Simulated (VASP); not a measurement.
# CdTe (F-43m) in VASP: elastic constants with PBEsol

Aim: the elastic constants of CdTe with PBEsol.

Everything below comes from runs of VASP 6.6.1. Logs are shortened: lines on timing, memory, paths and dates and some standing lists are left out, and cuts for length are marked.

## Step 1: The cell of the first run

The structure is cubic, space group F-43m (No. 216). Conventional cell: a = 6.489 Å, b = 6.489 Å, c = 6.489 Å, α = 90.00°, β = 90.00°, γ = 90.00°. Cd (site symmetry -43m) has 4 Te at 2.81 Å within 3.7 Å. Within 3.7 Å of Te (site symmetry -43m) lie 4 Cd at 2.81 Å.

## Step 2: Elastic constants, PBEsol

INCAR

```
SYSTEM = CdTe
ALGO     = Normal         ! electronic algorithm
EDIFF    = 1E-8           ! SCF threshold, eV
ENCUT    = 600            ! plane-wave cutoff, eV
GGA      = PS             ! functional
IBRION   = 6              ! ionic algorithm
ISIF     = 3              ! what is computed and relaxed
ISMEAR   = 0              ! smearing method
LASPH    = .True.         ! aspherical terms in the spheres
LCHARG   = .True.         ! write CHGCAR
LREAL    = .False.        ! projectors in reciprocal space
LWAVE    = .False.        ! write WAVECAR
NELM     = 100            ! most SCF steps
NFREE    = 2            
NSW      = 1              ! ionic steps
POTIM    = 0.015          ! step
PREC     = Accurate       ! precision mode
SIGMA    = 0.01           ! smearing width, eV
```

KPOINTS

```
k-points
0
Gamma
  6 6 6
  0 0 0
```

POSCAR

```
CdTe
1.0
    3.2447046410      3.2447046410      0.0000000000
   -3.2447046410      3.2447046410      0.0000000000
    0.0000000000      3.2447046410      3.2447046410
Cd Te
1 1
Direct
    0.0000000000      0.0000000000      0.0000000000
    0.7500000000      0.2500000000      0.5000000000
```

Potentials or basis: VASP PAW PBE potentials, release 64 (Cd, Te).

The run is started by

```
cat potpaw_PBE.64/Cd/POTCAR potpaw_PBE.64/Te/POTCAR > POTCAR
mpirun -np 1 vasp_std > vasp.out
```

OUTCAR:

```text
SYSTEM = CdTe
   EDIFF = 1E-8
   ENCUT = 600
   GGA = PS
   IBRION = 6
   ISIF = 3
   ISMEAR = 0
   LASPH = .True.
   LREAL = .False.
   NELM = 100
   NFREE = 2
   NSW = 1
   POTIM = 0.015
   PREC = Accurate

 ion  position               nearest neighbor table
   1  0.000  0.000  0.000-   2 2.81   2 2.81   2 2.81   2 2.81
   2  0.750  0.250  0.500-   1 2.81   1 2.81   1 2.81   1 2.81

  LATTYP: Found a face centered cubic cell.
 ALAT       =     6.4894092820

  Lattice vectors:

 A1 = (   0.0000000000,   3.2447046410,   3.2447046410)
 A2 = (   3.2447046410,   0.0000000000,   3.2447046410)
 A3 = (   3.2447046410,   3.2447046410,   0.0000000000)

Analysis of symmetry for initial positions (statically):
=====================================================================
 Subroutine PRICEL returns:
 Original cell was already a primitive cell.

 Routine SETGRP: Setting up the symmetry group for a
 face centered cubic supercell.

 Subroutine GETGRP returns: Found 24 space group operations
 (whereof 24 operations were pure point group operations)
 out of a pool of 48 trial point group operations.

The static configuration has the point symmetry T_d .

Analysis of symmetry for dynamics (positions and initial velocities):
=====================================================================
 Subroutine PRICEL returns:
 Original cell was already a primitive cell.

 Routine SETGRP: Setting up the symmetry group for a
 face centered cubic supercell.

 Subroutine GETGRP returns: Found 24 space group operations
 (whereof 24 operations were pure point group operations)
 out of a pool of 48 trial point group operations.

The dynamic configuration has the point symmetry T_d .

 Subroutine INISYM returns: Found 24 space group operations
 (whereof 24 operations are pure point group operations),
 and found     1 'primitive' translations

----------------------------------------------------------------------------------------

                                     Primitive cell

  volume of cell :      68.3212

  direct lattice vectors                    reciprocal lattice vectors
     3.244704641  3.244704641  0.000000000     0.154097231  0.154097231 -0.154097231
    -3.244704641  3.244704641  0.000000000    -0.154097231  0.154097231 -0.154097231
     0.000000000  3.244704641  3.244704641     0.000000000  0.000000000  0.308194462

  length of vectors
     4.588705309  4.588705309  4.588705309     0.266904233  0.266904233  0.308194462

  position of ions in fractional coordinates (direct lattice)
     0.000000000  0.000000000  0.000000000
     0.750000000  0.250000000  0.500000000

  ion indices of the primitive-cell ions
   primitive index   ion index
                 1           1
                 2           2

----------------------------------------------------------------------------------------

 KPOINTS: k-points

Automatic generation of k-mesh.
 Grid dimensions read from file:
 generate k-points for:    6    6    6

 Generating k-lattice:

  Cartesian coordinates                     Fractional coordinates (reciprocal lattice)
     0.025682872  0.025682872 -0.025682872     0.166666667  0.000000000  0.000000000
    -0.025682872  0.025682872 -0.025682872     0.000000000  0.166666667  0.000000000
     0.000000000  0.000000000  0.051365744     0.000000000  0.000000000  0.166666667

  Length of vectors
     0.044484039  0.044484039  0.051365744

  Shift w.r.t. Gamma in fractional coordinates (k-lattice)
     0.000000000  0.000000000  0.000000000

 Subroutine IBZKPT returns following result:
 ===========================================

 Found     16 irreducible k-points:

 Following reciprocal coordinates:
            Coordinates               Weight
  0.000000  0.000000  0.000000      1.000000
  0.166667  0.000000  0.000000      8.000000
[... 54 lines left out ...]
  Fermi-wavevector in a.u.,A,eV,Ry     =   1.049495  1.983259 14.986006  1.101440
  Thomas-Fermi vector in A             =   2.184460
   LORBIT       =      0    0 simple, 1 ext, 2 COOP (PROOUT), +10 PAW based schemes
   GGA     = PS    functional components
   LHFCALC =     F    Hartree Fock is set to
   AEXX    =    0.0000 exact exchange contribution
   IVDW    =     0    specifies the selected vdW correction
   LEPSILON=     F    determine dielectric tensor
   LRPA    =     F    only Hartree local field effects (RPA)
 finite differences with symmetry
 non-spin polarized calculation
 Gauss-broadening in eV      SIGMA  =   0.01
  energy-cutoff  :      600.00
  volume of cell :       68.32
 maximum number of plane-waves:      2301
 NGX is ok and might be reduce to    40
   NGX = 19   NGY = 19   NGZ = 19

--------------------------------------- Ionic step        1  -------------------------------------------

 number of electron      17.9999998 magnetization

 Free energy of the ion-electron system (eV)
  ---------------------------------------------------
  ext. energy  EPLUGINS =         0.00000000
  ---------------------------------------------------
  free energy    TOTEN  =        -5.48346685 eV

  energy without entropy =       -5.48346685  energy(sigma->0) =       -5.48346685

------------------------ aborting loop because EDIFF is reached ----------------------------------------

  FORCE on cell =-STRESS in cart. coord.  units (eV):
  Direction    XX          YY          ZZ          XY          YZ          ZX
  --------------------------------------------------------------------------------------
  -------------------------------------------------------------------------------------
  Total        0.0578663      0.0578663      0.0578663      0.0000000      0.0000000     -0.0000000
  in kB        1.3570026      1.3570026      1.3570026      0.0000000      0.0000000     -0.0000000
  external PRESSURE =       1.3570026 kB  Pullay stress =       0.0000000 kB
[... 89 lines left out ...]
  FREE ENERGIE OF THE ION-ELECTRON SYSTEM (eV)
  ---------------------------------------------------
  free  energy   TOTEN  =        -5.4800077615 eV

  energy  without entropy=       -5.4800077615  energy(sigma->0) =       -5.48000776

[... ionic steps 4 to 14 ...]

--------------------------------------- Ionic step       15  -------------------------------------------

 number of electron      17.9999999 magnetization

------------------------ aborting loop because EDIFF is reached ----------------------------------------
[... 67 lines left out ...]
--------------------------------------- Ionic step       17  -------------------------------------------

 number of electron      17.9999998 magnetization

 Free energy of the ion-electron system (eV)
  ---------------------------------------------------
  ext. energy  EPLUGINS =         0.00000000
  ---------------------------------------------------
  free energy    TOTEN  =        -5.48296554 eV

  energy without entropy =       -5.48296554  energy(sigma->0) =       -5.48296554

 E-fermi :   2.2430     XC(G=0):  -8.7623

 val. band max:        2.1913859648   @ k =   0.0000   0.0000   0.0000
 cond. band min:       2.8283415623   @ k =   0.0000   0.0000   0.0000
 fundamental gap:      0.6369555975
 Fermi energy:         2.2429785043

 k-point     1 :       0.0000    0.0000    0.0000
  band No.  band energies     occupation
      1      -9.0102      2.00000
      2      -6.0747      2.00000
      3      -6.0679      2.00000
      4      -6.0613      2.00000
      5      -5.8062      2.00000
      6      -5.8061      2.00000
      7       2.1668      2.00000
      8       2.1795      2.00000
      9       2.1914      2.00000
     10       2.8283      0.00000
     11       6.7157      0.00000
     12       6.7253      0.00000
     13       6.7360      0.00000
[... 354 lines left out ...]
  band No.  band energies     occupation
      1      -8.6089      2.00000
      2      -5.9924      2.00000
      3      -5.9875      2.00000
      4      -5.8110      2.00000
      5      -5.8087      2.00000
      6      -5.5233      2.00000
      7      -1.8093      2.00000
      8       0.3842      2.00000
      9       1.3722      2.00000
     10       4.9439      0.00000
     11       7.0414      0.00000
     12       7.7708      0.00000
     13       8.4388      0.00000

 [... further k-points ...]
[... 5 lines left out ...]
  --------------------------------------------------------------------------------------
  -------------------------------------------------------------------------------------
  Total        0.0584597      0.0600043      0.0600043      0.0000000     -0.0877723      0.0000000
  in kB        1.3709185      1.4071410      1.4071410      0.0000000     -2.0583183      0.0000000
  external PRESSURE =       1.3950668 kB  Pullay stress =       0.0000000 kB
[... 17 lines left out ...]
  FREE ENERGIE OF THE ION-ELECTRON SYSTEM (eV)
  ---------------------------------------------------
  free  energy   TOTEN  =        -5.4829655354 eV

  energy  without entropy=       -5.4829655354  energy(sigma->0) =       -5.48296554

 INTERNAL STRAIN TENSORS FROM STRAINED CELLS
 ============================================

 INTERNAL STRAIN TENSOR FOR ION    1 for displacements in x,y,z  (eV/Angst):
          X           Y           Z          XY          YZ          ZX
  --------------------------------------------------------------------------------
  x    -0.00000     0.00000     0.00000     0.00000    -5.86150     0.00000
  y    -0.00000    -0.00000     0.00000     0.00000     0.00000    -5.86137
  z    -0.00000    -0.00000     0.00000    -5.86166     0.00000     0.00000

 INTERNAL STRAIN TENSORS FROM DISPLACED ATOMS
 ============================================

 INTERNAL STRAIN TENSOR FOR ION    1 for displacements in x,y,z  (eV/Angst):
          X           Y           Z          XY          YZ          ZX
  --------------------------------------------------------------------------------
  x     0.00000    -0.00000    -0.00000     0.00000    -5.85258     0.00000
  y    -0.00000     0.00000    -0.00000     0.00000     0.00000    -5.85258
  z    -0.00000    -0.00000     0.00000    -5.85258     0.00000     0.00000

 INTERNAL STRAIN TENSOR FOR ION    2 for displacements in x,y,z  (eV/Angst):
          X           Y           Z          XY          YZ          ZX
  --------------------------------------------------------------------------------
  x     0.00000    -0.00000    -0.00000     0.00000     5.85643     0.00000
  y    -0.00000     0.00000    -0.00000     0.00000     0.00000     5.85643
  z    -0.00000    -0.00000     0.00000     5.85643     0.00000     0.00000

 Eigenvectors and eigenvalues of the dynamical matrix
 ----------------------------------------------------

   1 f  =    4.266925 THz    26.809880 2PiTHz  142.329294 cm-1    17.646575 meV
             X         Y         Z           dx          dy          dz
      0.000000  0.000000  0.000000    -0.000000    0.729001   -0.000000
      1.622352  4.867057  1.622352    -0.000000   -0.684512    0.000000
[... 21 lines left out ...]
   6 f/i=    0.000853 THz     0.005362 2PiTHz    0.028466 cm-1     0.003529 meV
             X         Y         Z           dx          dy          dz
      0.000000  0.000000  0.000000     0.000000   -0.000000   -0.684512
      1.622352  4.867057  1.622352    -0.000000    0.000000   -0.729001

--------------------------------------------------------------------------------------------------------

 ELASTIC MODULI CONTR FROM IONIC RELAXATION (kBar)
 Direction    XX          YY          ZZ          XY          YZ          ZX
 --------------------------------------------------------------------------------
 XX          -0.0000     -0.0000     -0.0000      0.0000     -0.0000      0.0000
 YY          -0.0000     -0.0000     -0.0000      0.0000     -0.0000     -0.0000
 ZZ          -0.0000     -0.0000     -0.0000     -0.0000     -0.0000      0.0000
 XY           0.0000      0.0000     -0.0000   -180.5374     -0.0000      0.0000
 YZ          -0.0000     -0.0000     -0.0000     -0.0000   -180.5374      0.0000
 ZX           0.0000     -0.0000      0.0000      0.0000      0.0000   -180.5374
 --------------------------------------------------------------------------------

 TOTAL ELASTIC MODULI (kBar)
 Direction    XX          YY          ZZ          XY          YZ          ZX
 --------------------------------------------------------------------------------
 XX         532.6361    361.9105    361.9105     -0.0000      0.0000     -0.0000
 YY         361.9105    532.6361    361.9105      0.0000      0.0000     -0.0000
 ZZ         361.9105    361.9105    532.6361      0.0000      0.0000     -0.0000
 XY          -0.0000      0.0000      0.0000    197.5743     -0.0000      0.0000
 YZ           0.0000      0.0000      0.0000     -0.0000    197.5743      0.0000
 ZX          -0.0000     -0.0000     -0.0000      0.0000      0.0000    197.5743
 --------------------------------------------------------------------------------
```

It took 9 min on 1 thread of Intel Xeon Platinum 8375C at 2.90GHz (Ice Lake), shared host; peak memory 0.32 GiB.

Results:

```
Elastic constants C11, C12, C44                         : 53, 36, 20 GPa
Voigt bulk modulus                                      : 42 GPa
Highest phonon frequency at Γ, LO-TO splitting left out : 142 cm⁻¹
```

Phonon frequencies in cm⁻¹ (negative: imaginary):
```tsv
q point	frequencies
(0.000, 0.000, 0.000)	0 0 0 142 142 142
```

Elastic tensor in Voigt notation (GPa, in the Cartesian axes of the cell as first typed):
```
53 36 36  0  0  0
36 53 36  0  0  0
36 36 53  0  0  0
 0  0  0 20  0  0
 0  0  0  0 20  0
 0  0  0  0  0 20
```

Clamped-ion elastic tensor (GPa):
```
53 36 36  0  0  0
36 53 36  0  0  0
36 36 53  0  0  0
 0  0  0 38  0  0
 0  0  0  0 38  0
 0  0  0  0  0 38
```

Caveat: the PAW data sets were made with another functional, which shifts forces and pressure a little; spin-orbit coupling is left out, which moves the levels of the heavy elements.
